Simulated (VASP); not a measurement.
A run of VASP 6.6.1 is set up as follows.

The input INCAR:

```
PREC = Accurate
ENCUT = 520
EDIFF = 1E-6
ISMEAR = 0
SIGMA = 0.05
LREAL = F
LASPH = T
NELM = 80
ALGO = Normal
ISIF = 2
LWAVE = F
LCHARG = F
GGA = PS
IVDW = 12
NBANDS = 28
```

KPOINTS

```
Automatic mesh
0
Gamma
  8 6 6
```

Contents of POSCAR:

```
SnO
1.0
    3.4053300750      0.0000000000      0.0000000000
    0.0000000000      5.7592155600      0.0000000000
    0.0000000000      0.0000000000      4.2219700000
Sn O
2 2
Direct
    0.0000000000      0.2319090000      0.5131440000
    0.5000000000      0.7680910000      0.0131440000
    0.0000000000      0.8912500000      0.7368570000
    0.5000000000      0.1087500000      0.2368570000
```

Potentials or basis: VASP PAW PBE potentials, release 64 (Sn_d, O).

Command:

```sh
$ cat potpaw_PBE.64/Sn_d/POTCAR potpaw_PBE.64/O/POTCAR > POTCAR
$ mpirun -np 1 vasp_std > vasp.out
```

Task: What does it give for the pressure?

Result: -6.5 GPa.

Task: Estimate the band gap on the k mesh.

Result: 1.37 eV (least direct gap 2.06 eV).

Task: What does it give for the dispersion energy per atom?

Result: -0.181 eV.

Task: Predict the largest force.

Result: 0.766 eV/Å.

Stress tensor (GPa, compression positive):
```
-7.54  0.00  0.00
 0.00 -6.37  0.00
 0.00  0.00 -5.48
```

Caveat: the cell differs from its parent crystal (strain +0.0150 x Voigt [1, 1, 0, 0, 0, 0]); the cell stands under tension; the PAW data sets were made with another functional, which shifts forces and pressure a little; spin-orbit coupling is left out, which moves the levels of the heavy elements. A k mesh can miss the band edges.
